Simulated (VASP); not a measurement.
A run of VASP 6.6.1 is set up as follows.

File INCAR:

```
SYSTEM = Mo3P4
PREC = Accurate ; ENCUT = 520
EDIFF = 1E-6 ; ISMEAR = 0
SIGMA = 0.1 ; LREAL = .False.
LASPH = .True. ; NELM = 80
ALGO = Normal ; ISIF = 2
LWAVE = .False. ; LCHARG = .True.
GGA = PE ; LELF = .True.
LVHAR = .True. ; NBANDS = 40
```

File KPOINTS:

```
regular mesh
0
Gamma
  8 8 8
  0 0 0
```

The input POSCAR:

```
Mo3P4
1.0
    4.8241550863      0.0000000000      0.0000000000
    0.0000000000      4.8241550863      0.0000000000
    0.0000000000      0.0000000000      4.8241550863
Mo P
3 4
Direct
    0.0000000000      0.5000000000      0.5000000000
    0.5000000000      0.0000000000      0.5000000000
    0.5000000000      0.5000000000      0.0000000000
    0.5000000000      0.0000000000      0.0000000000
    0.0000000000      0.5000000000      0.0000000000
    0.0000000000      0.0000000000      0.5000000000
    0.0000000000      0.0000000000      0.0000000000
```

Potentials or basis: VASP PAW PBE potentials, release 64 (Mo_sv, P).

The run is started by

```console
$ cat potpaw_PBE.64/Mo_sv/POTCAR potpaw_PBE.64/P/POTCAR > POTCAR
$ mpirun -np 1 vasp_std > vasp.out
```

(1) What does it give for the pressure?

(2) Estimate the band gap on the k mesh.

Results:

(1) 0.0 GPa.

(2) zero (band 31 reaches 10.05 eV, above the bottom of band 32 at 8.69 eV).
